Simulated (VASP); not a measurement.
# SrO (P6_3mc) in VASP: notebook, part 2 of 2

VASP 6.6.1.

## (3) Single point, PBEsol (strain +0.000 along x and y, +0.080 along z)

File INCAR:

```
ALGO = Normal
EDIFF = 1E-7
ENCUT = 520
GGA = PS
ISIF = 2
ISMEAR = 0
LASPH = T
LCHARG = F
LREAL = F
LWAVE = F
NBANDS = 24
NELM = 80
PREC = Accurate
SIGMA = 0.05
```

File KPOINTS:

```
k-points
0
Gamma
  6 6 6
```

File POSCAR:

```
SrO
1.0
    4.2754662656      0.0000000000      0.0000000000
   -2.1377331328      3.7026623990      0.0000000000
    0.0000000000      0.0000000000      5.5680425892
Sr O
2 2
Direct
    0.3333333333      0.6666666667      0.9381277000
    0.6666666667      0.3333333333      0.4381277000
    0.3333333333      0.6666666667      0.4368723000
    0.6666666667      0.3333333333      0.9368723000
```

Potentials or basis: VASP PAW PBE potentials, release 64 (Sr_sv, O).

The run is started by

```bash
> cat potpaw_PBE.64/Sr_sv/POTCAR potpaw_PBE.64/O/POTCAR > POTCAR
> mpirun -np 1 vasp_std > vasp.out
```

OUTCAR:

```text
EDIFF = 1E-7
   ENCUT = 520
   GGA = PS
   ISIF = 2
   ISMEAR = 0
   LASPH = T
   LREAL = F
   NELM = 80
   PREC = Accurate

 ion  position               nearest neighbor table
   1  0.333  0.667  0.938-   4 2.47   4 2.47   4 2.47   3 2.78   3 2.79   2 3.72   2 3.72   2 3.72
                             2 3.72   2 3.72   2 3.72
   2  0.667  0.333  0.438-   3 2.47   3 2.47   3 2.47   4 2.78   4 2.79   1 3.72   1 3.72   1 3.72
                             1 3.72   1 3.72   1 3.72
   3  0.333  0.667  0.437-   2 2.47   2 2.47   2 2.47   1 2.78   1 2.79
   4  0.667  0.333  0.937-   1 2.47   1 2.47   1 2.47   2 2.78   2 2.79

  LATTYP: Found a hexagonal cell.
 ALAT       =     4.2754662656
 C/A-ratio  =     1.3023240609

  Lattice vectors:

 A1 = (   4.2754662656,   0.0000000000,   0.0000000000)
 A2 = (  -2.1377331328,   3.7026623990,   0.0000000000)
 A3 = (   0.0000000000,   0.0000000000,   5.5680425892)

Analysis of symmetry for initial positions (statically):
=====================================================================
 Subroutine PRICEL returns:
 Original cell was already a primitive cell.

 Routine SETGRP: Setting up the symmetry group for a
 hexagonal supercell.

 Subroutine GETGRP returns: Found 12 space group operations
 (whereof  6 operations were pure point group operations)
 out of a pool of 24 trial point group operations.

The static configuration has the point symmetry C_3v.
 The point group associated with its full space group is C_6v.

Analysis of symmetry for dynamics (positions and initial velocities):
=====================================================================
 Subroutine PRICEL returns:
 Original cell was already a primitive cell.

 Routine SETGRP: Setting up the symmetry group for a
 hexagonal supercell.

 Subroutine GETGRP returns: Found 12 space group operations
 (whereof  6 operations were pure point group operations)
[... 124 lines left out ...]
   IALGO  =     38    algorithm
   IMIX   =      4    mixing-type and parameters
     AMIX     =   0.40;   BMIX     =  1.00
     AMIX_MAG =   1.60;   BMIX_MAG =  1.00
  volume/ion in A,a.u.               =      22.04       148.71
  Fermi-wavevector in a.u.,A,eV,Ry     =   1.167862  2.206939 18.557001  1.363901
  Thomas-Fermi vector in A             =   2.304356
   LORBIT       =      0    0 simple, 1 ext, 2 COOP (PROOUT), +10 PAW based schemes
   GGA     = PS    functional components
   LHFCALC =     F    Hartree Fock is set to
   AEXX    =    0.0000 exact exchange contribution
   IVDW    =     0    specifies the selected vdW correction
   LEPSILON=     F    determine dielectric tensor
   LRPA    =     F    only Hartree local field effects (RPA)
 non-spin polarized calculation
 Gauss-broadening in eV      SIGMA  =   0.05
  energy-cutoff  :      520.00
  volume of cell :       88.15
 maximum number of plane-waves:      2394
 NGX is ok and might be reduce to    32
   NGX = 15   NGY = 15   NGZ = 21

 number of electron      32.0000000 magnetization

 Free energy of the ion-electron system (eV)
  ---------------------------------------------------
  ext. energy  EPLUGINS =         0.00000000
  ---------------------------------------------------
  free energy    TOTEN  =       -24.74560065 eV

  energy without entropy =      -24.74560065  energy(sigma->0) =      -24.74560065

 E-fermi :   0.5028     XC(G=0):  -8.8523

 val. band max:        0.2777859695   @ k =   0.3333   0.3333   0.0000
 cond. band min:       2.5842203833   @ k =   0.0000   0.0000   0.0000
 fundamental gap:      2.3064344139
 Fermi energy:         0.5027987821

 k-point     1 :       0.0000    0.0000    0.0000
  band No.  band energies     occupation
      1     -32.2400      2.00000
      2     -32.1402      2.00000
      3     -14.7057      2.00000
      4     -14.5426      2.00000
      5     -14.5038      2.00000
      6     -14.3162      2.00000
[... 637 lines left out ...]
     23       8.2490      0.00000
     24       8.2490      0.00000

 [... further k-points ...]

------------------------ aborting loop because EDIFF is reached ----------------------------------------

  FORCE on cell =-STRESS in cart. coord.  units (eV):
  Direction    XX          YY          ZZ          XY          YZ          ZX
  --------------------------------------------------------------------------------------
  -------------------------------------------------------------------------------------
  Total       -2.1707684     -2.1707684     -4.6718548     -0.0000000      0.0000000      0.0000000
  in kB      -39.4569874    -39.4569874    -84.9180030     -0.0000000      0.0000000      0.0000000
  external PRESSURE =     -54.6106592 kB  Pullay stress =       0.0000000 kB

 VOLUME and BASIS-vectors are now :
 -----------------------------------------------------------------------------
  energy-cutoff  :      520.00
  volume of cell :       88.15
      direct lattice vectors                 reciprocal lattice vectors
     4.275466266  0.000000000  0.000000000     0.233892618  0.135037966  0.000000000
    -2.137733133  3.702662399  0.000000000     0.000000000  0.270075932  0.000000000
     0.000000000  0.000000000  5.568042589     0.000000000  0.000000000  0.179596327

 POSITION                                       TOTAL-FORCE (eV/Angst)
 -----------------------------------------------------------------------------------
     -0.00000      2.46844      5.22353         0.000000     -0.000000      0.003544
      2.13773      1.23422      2.43951        -0.000000      0.000000      0.003544
     -0.00000      2.46844      2.43252         0.000000     -0.000000     -0.003544
      2.13773      1.23422      5.21654        -0.000000      0.000000     -0.003544
 -----------------------------------------------------------------------------------
    total drift:                               -0.000000      0.000000     -0.000429

  FREE ENERGIE OF THE ION-ELECTRON SYSTEM (eV)
  ---------------------------------------------------
  free  energy   TOTEN  =       -24.7456006513 eV

  energy  without entropy=      -24.7456006513  energy(sigma->0) =      -24.74560065
```

Run time: 2.1 min. Hardware: 1 thread of Intel Xeon 8259CL, shared host; peak memory 0.22 GiB.

Results:

```yaml
Free_energy: -24.7456 eV
Pressure: -5.5 GPa
Largest_force: 0.004 eV/Å
Band_gap_on_the_k_mesh: 2.31 eV (least direct gap 2.38 eV)
```

Forces in eV/Å, atoms in the order of the input:
```
Sr   0.000  0.000  0.004
Sr   0.000  0.000  0.004
O    0.000  0.000 -0.004
O    0.000  0.000 -0.004
```

Stress tensor (GPa, compression positive):
```
-3.95  0.00  0.00
 0.00 -3.95  0.00
 0.00  0.00 -8.49
```

Caveat: the cell differs from its parent crystal (strain +0.000 along x and y, +0.080 along z); the cell stands under tension; the PAW data sets were made with another functional, which shifts forces and pressure a little.

## (4) Single point, PBEsol (strain +0.080 along x and y, +0.000 along z)

File INCAR:

```
PREC = Accurate
ENCUT = 520
EDIFF = 1E-6
ISMEAR = 0
SIGMA = 0.05
LREAL = False
LASPH = True
NELM = 60
ALGO = Normal
ISIF = 2
LWAVE = False
LCHARG = False
GGA = PS
NBANDS = 24
```

File KPOINTS:

```
regular mesh
0
Gamma
  6 6 6
```

File POSCAR:

```
SrO
1.0
    4.6175035668      0.0000000000      0.0000000000
   -2.3087517834      3.9988753909      0.0000000000
    0.0000000000      0.0000000000      5.1555949900
Sr O
2 2
Direct
    0.3333333333      0.6666666667      0.9381277000
    0.6666666667      0.3333333333      0.4381277000
    0.3333333333      0.6666666667      0.4368723000
    0.6666666667      0.3333333333      0.9368723000
```

The run is started by

```bash
> cat potpaw_PBE.64/Sr_sv/POTCAR potpaw_PBE.64/O/POTCAR > POTCAR
> mpirun -np 1 vasp_std > vasp.out
```

It took 2.3 min on 1 thread of Intel Xeon 8259CL, shared host; peak memory 0.24 GiB.

The run converged. Its results:

```yaml
Free_energy: -24.4704 eV
Pressure: -8.2 GPa
Largest_force: 0.013 eV/Å
Band_gap_on_the_k_mesh: 1.89 eV
```

Forces on the atoms (eV/Å):
```
Sr   0.000  0.000 -0.013
Sr   0.000  0.000 -0.013
O    0.000  0.000  0.013
O    0.000  0.000  0.013
```

Stress tensor (GPa, compression positive):
```
-9.01  0.00  0.00
 0.00 -9.01  0.00
 0.00  0.00 -6.60
```

Levels at points of the mesh, in eV from the valence-band top:
| k point | band 13 | band 14 | band 15 | band 16 | band 17 | band 18 | band 19 | band 20 |
| --- | --- | --- | --- | --- | --- | --- | --- | --- |
| (0.00, 0.00, 0.00) | -0.87 | -0.87 | -0.41 | 0.00 | 1.88 | 5.46 | 5.46 | 6.39 |
| (0.50, 0.00, 0.00) | -0.63 | -0.38 | -0.34 | -0.26 | 3.69 | 4.51 | 4.62 | 6.02 |
| (0.00, 0.00, 0.50) | -1.03 | -1.03 | -1.03 | -1.03 | 3.52 | 3.52 | 6.96 | 6.96 |
| (0.50, 0.00, 0.50) | -0.90 | -0.90 | -0.66 | -0.66 | 4.43 | 4.43 | 6.80 | 6.80 |

Caveat: the cell differs from its parent crystal (strain +0.080 along x and y, +0.000 along z); the cell stands under tension; the PAW data sets were made with another functional, which shifts forces and pressure a little.

## (5) Single point, PBEsol (strain +0.080 along x and y, +0.080 along z)

File INCAR:

```
SYSTEM = SrO
  PREC = Accurate
  ENCUT = 520
  EDIFF = 1E-6
  ISMEAR = 0
  SIGMA = 0.05
  LREAL = .False.
  LASPH = .True.
  NELM = 80
  ALGO = Normal
  ISIF = 2
  LWAVE = .False.
  LCHARG = .False.
  GGA = PS
  NBANDS = 24
```

File KPOINTS:

```
regular mesh
0
Gamma
  6 6 6
  0 0 0
```

POSCAR, as its differences from that of step 4:

```diff
@@ -4,3 +4,3 @@
    -2.3087517834      3.9988753909      0.0000000000
-    0.0000000000      0.0000000000      5.1555949900
+    0.0000000000      0.0000000000      5.5680425892
 Sr O
```

Potentials or basis: VASP PAW PBE potentials, release 64 (Sr_sv, O).

The run is started by

```bash
> cat potpaw_PBE.64/Sr_sv/POTCAR potpaw_PBE.64/O/POTCAR > POTCAR
> mpirun -np 1 vasp_std > vasp.out
```

OUTCAR:

```text
SYSTEM = SrO
   PREC = Accurate
   ENCUT = 520
   EDIFF = 1E-6
   ISMEAR = 0
   LREAL = .False.
   LASPH = .True.
   NELM = 80
   ISIF = 2
   GGA = PS

 ion  position               nearest neighbor table
   1  0.333  0.667  0.938-   4 2.67   4 2.67   4 2.67   3 2.78   3 2.79   2 3.85   2 3.85   2 3.85
                             2 3.85   2 3.85   2 3.85
   2  0.667  0.333  0.438-   3 2.67   3 2.67   3 2.67   4 2.78   4 2.79   1 3.85   1 3.85   1 3.85
                             1 3.85   1 3.85   1 3.85
   3  0.333  0.667  0.437-   2 2.67   2 2.67   2 2.67   1 2.78   1 2.79
   4  0.667  0.333  0.937-   1 2.67   1 2.67   1 2.67   2 2.78   2 2.79

  LATTYP: Found a hexagonal cell.
 ALAT       =     4.6175035668
 C/A-ratio  =     1.2058556119

  Lattice vectors:

 A1 = (   4.6175035668,   0.0000000000,   0.0000000000)
 A2 = (  -2.3087517834,   3.9988753909,   0.0000000000)
 A3 = (   0.0000000000,   0.0000000000,   5.5680425892)

Analysis of symmetry for initial positions (statically):
=====================================================================
 Subroutine PRICEL returns:
 Original cell was already a primitive cell.

 Routine SETGRP: Setting up the symmetry group for a
 hexagonal supercell.
[... 177 lines left out ...]
 cond. band min:       1.6651688791   @ k =   0.0000   0.0000   0.0000
 fundamental gap:      1.8312285595
 Fermi energy:         0.0563892871

 k-point     1 :       0.0000    0.0000    0.0000
  band No.  band energies     occupation
      1     -33.4040      2.00000
      2     -33.3442      2.00000
      3     -15.6343      2.00000
      4     -15.4608      2.00000
      5     -15.4608      2.00000
      6     -15.3181      2.00000
[... 637 lines left out ...]
     23       6.9576      0.00000
     24       6.9576      0.00000

 [... further k-points ...]

------------------------ aborting loop because EDIFF is reached ----------------------------------------

  FORCE on cell =-STRESS in cart. coord.  units (eV):
  Direction    XX          YY          ZZ          XY          YZ          ZX
  --------------------------------------------------------------------------------------
  -------------------------------------------------------------------------------------
  Total       -6.8393424     -6.8393424     -7.4334815      0.0000000      0.0000000      0.0000000
  in kB     -106.5803820   -106.5803820   -115.8391038      0.0000000      0.0000000      0.0000000
  external PRESSURE =    -109.6666226 kB  Pullay stress =       0.0000000 kB

 VOLUME and BASIS-vectors are now :
 -----------------------------------------------------------------------------
  energy-cutoff  :      520.00
  volume of cell :      102.81
      direct lattice vectors                 reciprocal lattice vectors
     4.617503567  0.000000000  0.000000000     0.216567239  0.125035154  0.000000000
    -2.308751783  3.998875391  0.000000000     0.000000000  0.250070308  0.000000000
     0.000000000  0.000000000  5.568042589     0.000000000  0.000000000  0.179596327

 POSITION                                       TOTAL-FORCE (eV/Angst)
 -----------------------------------------------------------------------------------
     -0.00000      2.66592      5.22353        -0.000000      0.000000      0.002315
      2.30875      1.33296      2.43951         0.000000     -0.000000      0.002315
     -0.00000      2.66592      2.43252         0.000000      0.000000     -0.002315
      2.30875      1.33296      5.21654        -0.000000     -0.000000     -0.002315
 -----------------------------------------------------------------------------------
    total drift:                               -0.000000      0.000000     -0.000906

  FREE ENERGIE OF THE ION-ELECTRON SYSTEM (eV)
  ---------------------------------------------------
  free  energy   TOTEN  =       -24.0144341838 eV

  energy  without entropy=      -24.0144341838  energy(sigma->0) =      -24.01443418
```

OSZICAR:

```text
N       E                     dE             d eps       ncg     rms          rms(c)
DAV:   1     0.193422266489E+03    0.19342E+03   -0.15753E+04  1344   0.121E+03
DAV:   2    -0.125066424951E+02   -0.20593E+03   -0.19302E+03  1744   0.278E+02
DAV:   3    -0.288680468132E+02   -0.16361E+02   -0.16253E+02  2208   0.701E+01
DAV:   4    -0.293035121461E+02   -0.43547E+00   -0.43499E+00  1880   0.105E+01
DAV:   5    -0.293157470230E+02   -0.12235E-01   -0.12235E-01  1984   0.128E+00    0.174E+01
DAV:   6    -0.245589739816E+02    0.47568E+01   -0.26615E+01  1576   0.236E+01    0.208E+01
DAV:   7    -0.241517562387E+02    0.40722E+00   -0.25041E+00  1736   0.853E+00    0.117E+01
DAV:   8    -0.240037405128E+02    0.14802E+00   -0.49304E-01  1520   0.495E+00    0.112E+00
DAV:   9    -0.240075528759E+02   -0.38124E-02   -0.13735E-02  2096   0.708E-01    0.569E-01
DAV:  10    -0.240136614468E+02   -0.61086E-02   -0.55415E-03  1424   0.371E-01    0.157E-01
DAV:  11    -0.240142299234E+02   -0.56848E-03   -0.63140E-04  2032   0.116E-01    0.768E-02
DAV:  12    -0.240144285936E+02   -0.19867E-03   -0.27475E-04  1408   0.822E-02    0.235E-02
DAV:  13    -0.240144340602E+02   -0.54666E-05   -0.12069E-05  2080   0.165E-02    0.974E-03
DAV:  14    -0.240144341838E+02   -0.12364E-06   -0.19238E-06  1360   0.998E-03
   1 F= -.24014434E+02 E0= -.24014434E+02  d E =-.330958E-12
```

stdout:

```text
POSCAR found type information on POSCAR SrO
 POSCAR found :  2 types and       4 ions
 scaLAPACK will be used
 -----------------------------------------------------------------------------
|                                                                             |
|                                                                             |
|     You enforced a specific xc type in the INCAR file but a different       |
|     I HOPE YOU KNOW WHAT YOU ARE DOING!                                     |
|                                                                             |
 -----------------------------------------------------------------------------

 LDA part: xc-table for (Slater+PW92), standard interpolation
 POSCAR, INCAR and KPOINTS ok, starting setup
 FFT: planning ... GRIDC
 FFT: planning ... GRID_SOFT
 FFT: planning ... GRID
 WAVECAR not read
 entering main loop
```

Wall time 2 min (1 thread of Intel Xeon 8259CL, shared host); peak memory 0.25 GiB.

What came out:

| Property | Result |
| --- | --- |
| Free energy | -24.0144 eV |
| Pressure | -11.0 GPa |
| Band gap on the k mesh | 1.83 eV |

Forces in eV/Å, atoms in the order of the input:
```
Sr   0.000  0.000  0.002
Sr   0.000  0.000  0.002
O    0.000  0.000 -0.002
O    0.000  0.000 -0.002
```

Caveat: the cell differs from its parent crystal (strain +0.080 along x and y, +0.080 along z); the cell stands under tension; the PAW data sets were made with another functional, which shifts forces and pressure a little. A k mesh can miss the band edges.

## (6) Overview

```tsv
cell	gap on the mesh (eV)	pressure (GPa)	largest force (eV/Å)
a = 4.618, b = 4.618, c = 4.743 Å, angles 90.0, 90.0, 120.0°, 4 atoms	1.61	-1.1	0.05
a = 4.275, b = 4.275, c = 5.568 Å, angles 90.0, 90.0, 120.0°, 4 atoms	2.31	-5.5	-
a = 4.618, b = 4.618, c = 5.156 Å, angles 90.0, 90.0, 120.0°, 4 atoms	1.89	-8.2	0.01
a = 4.618, b = 4.618, c = 5.568 Å, angles 90.0, 90.0, 120.0°, 4 atoms	1.83	-11.0	-
```

Alike in all rows: task single point; level PBEsol; potentials or basis VASP PAW PBE potentials, release 64 (Sr_sv, O); no spin polarisation; k mesh 6 × 6 × 6; cutoff (eV) 520; smearing gaussian 0.05 eV.

Caveats: the PAW data sets were made with another functional, which shifts forces and pressure a little; the cell stands under tension (at least some runs).

Total energies depend on the potentials used, so only differences within one code and one set of settings carry meaning.
